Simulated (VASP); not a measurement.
## Al4In: single point with PBE

The system is Al4In.

```
Al In
1.0
    -3.13101    3.13101    3.13101
     3.13101   -3.13101    3.13101
     3.13101    3.13101   -3.13101
Al In
4 1
Direct
  0.50000 0.50000 0.50000
  0.50000 0.00000 0.00000
  0.00000 0.00000 0.50000
  0.00000 0.50000 0.00000
  0.00000 0.00000 0.00000
```

```
Program             : VASP 6.6.1
Task                : single point
Functional          : PBE
Potentials or basis : VASP PAW PBE potentials, release 64 (Al, In_d)
Cutoff              : 520 eV
k mesh              : 4 × 4 × 4
Occupations         : gaussian, width 0.1 eV
Spin                : no spin polarisation
```

```json
{"Pressure": "0.0 GPa"}
```

Levels at points of the mesh, in eV from the Fermi level:
```tsv
k point	band 10	band 11	band 12	band 13	band 14	band 15
(0.00, 0.00, 0.00)	-1.96	-1.96	-1.96	-1.72	-0.55	-0.55
(0.50, 0.00, 0.00)	-2.92	-2.77	0.13	0.94	1.13	1.54
(0.50, 0.50, 0.50)	-2.83	-2.83	1.38	1.38	1.38	1.58
```

Wall time 44 s on 1 thread of AMD EPYC 7R13 (shared host), peak memory 0.2 GiB.

Caveat: spin-orbit coupling is left out, which moves the levels of the heavy elements.
